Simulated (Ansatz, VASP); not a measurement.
# One calculation of Na2Au, two programs

The input INCAR:

```
SYSTEM = Na2Au
ALGO = Normal
EDIFF = 1E-7
EDIFFG = -0.005
ENCUT = 500
GGA = CA
GGA_COMPAT = .False.
IBRION = 2
ISIF = 3
ISMEAR = 0
LASPH = .True.
LCHARG = .False.
LREAL = .False.
LWAVE = .False.
NELM = 120
NELMIN = 4
NSW = 100
PREC = Accurate
SIGMA = 0.1
```

The input KPOINTS:

```
k-points
0
Gamma
  8 8 8
  0 0 0
```

POSCAR

```
Na2Au
1.0
   -3.5556162208      3.5556162208      2.7409741057
    3.5556162208     -3.5556162208      2.7409741057
    3.5556162208      3.5556162208     -2.7409741057
Na Au
4 2
Direct
    0.6722747911      0.1722747911      0.8445495822
    0.1722747911      0.3277252089      0.5000000000
    0.3277252089      0.8277252089      0.1554504178
    0.8277252089      0.6722747911      0.5000000000
    0.2500000000      0.2500000000      0.0000000000
    0.7500000000      0.7500000000      0.0000000000
```

Input for Ansatz:

```yaml
crystal:
  lattice:
    - [-3.5556162208, 3.5556162208, 2.7409741057]
    - [3.5556162208, -3.5556162208, 2.7409741057]
    - [3.5556162208, 3.5556162208, -2.7409741057]
  atoms:
    - { symbol: Na, position: [0.6722747911, 0.1722747911, 0.8445495822] }
    - { symbol: Na, position: [0.1722747911, 0.3277252089, 0.5] }
    - { symbol: Na, position: [0.3277252089, 0.8277252089, 0.1554504178] }
    - { symbol: Na, position: [0.8277252089, 0.6722747911, 0.5] }
    - { symbol: Au, position: [0.25, 0.25, 0.0] }
    - { symbol: Au, position: [0.75, 0.75, 0.0] }
basis:
  ecutwfc: 420
kpoints:
  mp_grid: { grid: [8, 8, 8] }
hamiltonian:
  xc: lda
scf:
  occupations: { method: gaussian, width: 0.1 }
output:
  forces: true
  stress: true
  eigenvalues: true
relax:
  adjacent_minimum: "off"
  f_tol: 0.005
  max_steps: 80
  cell: { stress_tol: 0.05 }
```

Alike in both runs: task relaxation of cell and atoms; functional LDA; k mesh 8 × 8 × 8; occupations gaussian, width 0.1 eV; no spin polarisation.

|  | VASP | Ansatz |
| --- | --- | --- |
| version | VASP 6.6.1 | Ansatz 0.2.0 |
| potentials or method | VASP PAW LDA potentials, release 64 (Na_pv, Au), cutoff 500 eV | scalar-relativistic, plane waves, PAW |
| valence electrons in the cell | 50 | 74 |

```tsv
	VASP	Ansatz	Ansatz less VASP
gap on the k mesh at the Fermi level, each at its own relaxed structure (eV)	none	none	-
relaxed volume (Å³/atom)	23.14	23.10	-0.041
relaxed length of the cell vector where the two differ most in proportion (Å)	5.730	5.727	-0.0028
```

LDA's correlation is that of Perdew and Zunger in VASP and of Perdew and Wang (1992) in Ansatz. A gap of «none» marks a metal or a gap that the smearing closes. VASP's potentials hold 50 valence electrons a cell and Ansatz's 74, so a difference there can come from the potentials and not from the codes.

Spin-orbit coupling is off throughout.
